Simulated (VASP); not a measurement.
# GaAs (F-43m) in VASP: a series of runs, part 2 of 2

VASP 6.6.1. Earlier steps stand in the parts before.

### Step 4. Single point, LDA

This run uses another cell than the first one, of 22.30 Å³/atom, 1.014 times its volume.

The input, INCAR:

```
PREC     = Accurate       # precision mode
ENCUT    = 520            # plane-wave cutoff, eV
EDIFF    = 1E-6           # SCF threshold, eV
ISMEAR   = 0              # smearing method
SIGMA    = 0.01           # smearing width, eV
LREAL    = False          # projectors in reciprocal space
LASPH    = True           # aspherical terms in the spheres
NELM     = 100            # most SCF steps
ALGO     = Normal         # electronic algorithm
ISIF     = 2              # what is computed and relaxed
LWAVE    = False          # write WAVECAR
LCHARG   = False          # write CHGCAR
GGA      = CA             # functional
NBANDS   = 16             # bands
```

The input, KPOINTS:

```
Automatic mesh
0
Gamma
  12 12 12
```

The input, POSCAR:

```
GaAs
1.0
    0.0000000000      2.8145481688      2.8145481688
    2.8145481688      0.0000000000      2.8145481688
    2.8145481688      2.8145481688      0.0000000000
Ga As
1 1
Direct
    0.0000000000      0.0000000000      0.0000000000
    0.7500000000      0.7500000000      0.7500000000
```

Potentials or basis: VASP PAW LDA potentials, release 64 (Ga_d, As).

Run with:

```sh
cat potpaw_LDA.64/Ga_d/POTCAR potpaw_LDA.64/As/POTCAR > POTCAR
mpirun -np 1 vasp_std > vasp.out
```

OUTCAR:

```text
PREC = Accurate
   ENCUT = 520
   EDIFF = 1E-6
   ISMEAR = 0
   LREAL = False
   LASPH = True
   NELM = 100
   ISIF = 2
   GGA = CA

 ion  position               nearest neighbor table
   1  0.000  0.000  0.000-   2 2.44   2 2.44   2 2.44   2 2.44
   2  0.750  0.750  0.750-   1 2.44   1 2.44   1 2.44   1 2.44

  LATTYP: Found a face centered cubic cell.
 ALAT       =     5.6290963376

  Lattice vectors:

 A1 = (   0.0000000000,   2.8145481688,   2.8145481688)
 A2 = (   2.8145481688,   0.0000000000,   2.8145481688)
 A3 = (   2.8145481688,   2.8145481688,   0.0000000000)

Analysis of symmetry for initial positions (statically):
=====================================================================
 Subroutine PRICEL returns:
 Original cell was already a primitive cell.

 Routine SETGRP: Setting up the symmetry group for a
 face centered cubic supercell.

 Subroutine GETGRP returns: Found 24 space group operations
 (whereof 24 operations were pure point group operations)
 out of a pool of 48 trial point group operations.

The static configuration has the point symmetry T_d .

Analysis of symmetry for dynamics (positions and initial velocities):
=====================================================================
 Subroutine PRICEL returns:
 Original cell was already a primitive cell.

 Routine SETGRP: Setting up the symmetry group for a
 face centered cubic supercell.

 Subroutine GETGRP returns: Found 24 space group operations
 (whereof 24 operations were pure point group operations)
 out of a pool of 48 trial point group operations.

The dynamic configuration has the point symmetry T_d .

 Subroutine INISYM returns: Found 24 space group operations
 (whereof 24 operations are pure point group operations),
 and found     1 'primitive' translations

----------------------------------------------------------------------------------------

[... 111 lines left out ...]
     AMIX     =   0.40;   BMIX     =  1.00
     AMIX_MAG =   1.60;   BMIX_MAG =  1.00
  volume/ion in A,a.u.               =      22.30       150.46
  Fermi-wavevector in a.u.,A,eV,Ry     =   1.209893  2.286366 19.916769  1.463841
  Thomas-Fermi vector in A             =   2.345457
   LORBIT       =      0    0 simple, 1 ext, 2 COOP (PROOUT), +10 PAW based schemes
   GGA     = CA    functional components
   LHFCALC =     F    Hartree Fock is set to
   AEXX    =    0.0000 exact exchange contribution
   IVDW    =     0    specifies the selected vdW correction
   LEPSILON=     F    determine dielectric tensor
   LRPA    =     F    only Hartree local field effects (RPA)
 non-spin polarized calculation
 Gauss-broadening in eV      SIGMA  =   0.01
  energy-cutoff  :      520.00
  volume of cell :       44.59
 maximum number of plane-waves:      1243
 NGX is ok and might be reduce to    30
   NGX = 15   NGY = 15   NGZ = 15

 number of electron      18.0000005 magnetization

 Free energy of the ion-electron system (eV)
  ---------------------------------------------------
  ext. energy  EPLUGINS =         0.00000000
  ---------------------------------------------------
  free energy    TOTEN  =        -9.64130570 eV

  energy without entropy =       -9.64130570  energy(sigma->0) =       -9.64130570

 E-fermi :   4.0383     XC(G=0):  -9.9704

 val. band max:        3.9254296554   @ k =   0.0000   0.0000   0.0000
 cond. band min:       4.3563935260   @ k =   0.0000   0.0000   0.0000
 fundamental gap:      0.4309638706
 Fermi energy:         4.0382524941

 k-point     1 :       0.0000    0.0000    0.0000
  band No.  band energies     occupation
      1     -11.0255      2.00000
      2     -11.0255      2.00000
      3     -11.0255      2.00000
      4     -10.9441      2.00000
      5     -10.9441      2.00000
      6      -8.9332      2.00000
[... 433 lines left out ...]
      3     -10.9981      2.00000
      4     -10.9451      2.00000
      5     -10.9414      2.00000
      6      -6.9366      2.00000
[... 8 lines left out ...]
     15      14.3077      0.00000
     16      14.9691      0.00000

 [... further k-points ...]

------------------------ aborting loop because EDIFF is reached ----------------------------------------

  FORCE on cell =-STRESS in cart. coord.  units (eV):
  Direction    XX          YY          ZZ          XY          YZ          ZX
  --------------------------------------------------------------------------------------
  -------------------------------------------------------------------------------------
  Total       -0.1932640     -0.1932640     -0.1932640      0.0000000     -0.0000000      0.0000000
  in kB       -6.9439330     -6.9439330     -6.9439330      0.0000000     -0.0000000      0.0000000
  external PRESSURE =      -6.9439330 kB  Pullay stress =       0.0000000 kB

 VOLUME and BASIS-vectors are now :
 -----------------------------------------------------------------------------
  energy-cutoff  :      520.00
  volume of cell :       44.59
      direct lattice vectors                 reciprocal lattice vectors
     0.000000000  2.814548169  2.814548169    -0.177648407  0.177648407  0.177648407
     2.814548169  0.000000000  2.814548169     0.177648407 -0.177648407  0.177648407
     2.814548169  2.814548169  0.000000000     0.177648407  0.177648407 -0.177648407

 POSITION                                       TOTAL-FORCE (eV/Angst)
 -----------------------------------------------------------------------------------
      0.00000      0.00000      0.00000         0.000000     -0.000000     -0.000000
      4.22182      4.22182      4.22182         0.000000      0.000000      0.000000
 -----------------------------------------------------------------------------------
    total drift:                                0.000000      0.000000      0.000000

  FREE ENERGIE OF THE ION-ELECTRON SYSTEM (eV)
  ---------------------------------------------------
  free  energy   TOTEN  =        -9.6413056982 eV

  energy  without entropy=       -9.6413056982  energy(sigma->0) =       -9.64130570
```

OSZICAR:

```text
N       E                     dE             d eps       ncg     rms          rms(c)
DAV:   1     0.823866941016E+02    0.82387E+02   -0.88236E+03  2384   0.153E+03
DAV:   2    -0.326769317944E+01   -0.85654E+02   -0.81625E+02  2728   0.312E+02
DAV:   3    -0.976808229627E+01   -0.65004E+01   -0.64798E+01  2736   0.665E+01
DAV:   4    -0.986952402988E+01   -0.10144E+00   -0.10143E+00  2856   0.919E+00
DAV:   5    -0.987101419853E+01   -0.14902E-02   -0.14901E-02  2840   0.101E+00    0.303E+00
DAV:   6    -0.968581716984E+01    0.18520E+00   -0.21666E-01  3568   0.819E+00    0.177E+00
DAV:   7    -0.964454863080E+01    0.41269E-01   -0.63077E-02  3304   0.186E+00    0.522E-01
DAV:   8    -0.964132277981E+01    0.32259E-02   -0.88248E-03  2816   0.103E+00    0.107E-01
DAV:   9    -0.964129516273E+01    0.27617E-04   -0.67131E-04  2904   0.322E-01    0.409E-02
DAV:  10    -0.964130097366E+01   -0.58109E-05   -0.40627E-05  3528   0.666E-02    0.214E-02
DAV:  11    -0.964130583549E+01   -0.48618E-05   -0.68939E-06  2688   0.402E-02    0.262E-03
DAV:  12    -0.964130569817E+01    0.13733E-06   -0.46198E-07  1872   0.106E-02
   1 F= -.96413057E+01 E0= -.96413057E+01  d E =-.512314E-60
```

Run time: 63 s. Hardware: 1 thread of AMD EPYC 7R43 (Zen 3), shared host; peak memory 0.15 GiB.

What came out:

```yaml
Free_energy: -9.6413 eV
Pressure: -0.7 GPa
Band_gap_on_the_k_mesh: 0.43 eV, direct
```

Levels at points of the mesh, in eV from the valence-band top:
| k point | band 5 | band 6 | band 7 | band 8 | band 9 | band 10 | band 11 | band 12 | band 13 | band 14 |
| --- | --- | --- | --- | --- | --- | --- | --- | --- | --- | --- |
| (0.00, 0.00, 0.00) | -14.87 | -12.86 | 0.00 | 0.00 | 0.00 | 0.43 | 3.68 | 3.68 | 3.68 | 7.39 |
| (0.50, 0.00, 0.00) | -14.87 | -11.05 | -6.76 | -1.17 | -1.17 | 0.90 | 4.59 | 4.59 | 7.58 | 10.30 |
| (0.50, 0.50, 0.00) | -14.86 | -10.30 | -6.93 | -2.74 | -2.74 | 1.32 | 1.55 | 10.15 | 10.15 | 10.91 |

### Step 5. Overview

| task | cell | cutoff (eV) | gap on the mesh (eV) | pressure (GPa) |
| --- | --- | --- | --- | --- |
| single point | a = 3.962 Å, angles 60.0°, 2 atoms | 520 | 0.54 | 0.3 |
| relaxation of cell and atoms | relaxed from a = 3.962 Å, angles 60.0°, 2 atoms | 600 | 0.50 | 0.0 |
| single point | a = 3.980 Å, angles 60.0°, 2 atoms | 520 | 0.43 | -0.7 |

Alike in all rows: level LDA; potentials or basis VASP PAW LDA potentials, release 64 (Ga_d, As); no spin polarisation; k mesh 12 × 12 × 12; smearing gaussian 0.01 eV.

Total energies depend on the potentials used, so only differences within one code and one set of settings carry meaning.
